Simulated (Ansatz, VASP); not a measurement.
# One calculation of Mn, two programs

```
Mn
1.0
     2.55179    0.00000    0.00000
    -1.27589    2.20991    0.00000
     0.00000    0.00000    8.33414
Mn
4
Direct
  0.00000 0.00000 0.00000
  0.00000 0.00000 0.50000
  0.33333 0.66667 0.25000
  0.66667 0.33333 0.75000
```

Alike in both runs: task relaxation of cell and atoms; functional LDA; k mesh 14 × 14 × 4; occupations fermi-dirac, width 0.1 eV; no spin polarisation.

```csv
,VASP,Ansatz
version,VASP 6.6.1,Ansatz 0.2.0
potentials or method,"VASP PAW LDA potentials, release 64 (Mn_pv), cutoff 600 eV","plane waves (420 eV) with PAW, scalar-relativistic"
valence electrons in the cell,52,60
```

Ansatz gave:

- relaxed volume (Å³/atom): 10.05
- relaxed cell length with the largest relative difference (Å): 2.434

Question: Estimate VASP's values.

Answer: Relaxed volume (Å³/atom): 10.06; relaxed cell length with the largest relative difference (Å): 2.435.

Ansatz warns that its potentials were made for another functional, while VASP's fit it. LDA's correlation is that of Perdew and Zunger in VASP and of Perdew and Wang (1992) in Ansatz. VASP's potentials hold 52 valence electrons a cell and Ansatz's 60, so a difference there can come from the potentials and not from the codes.
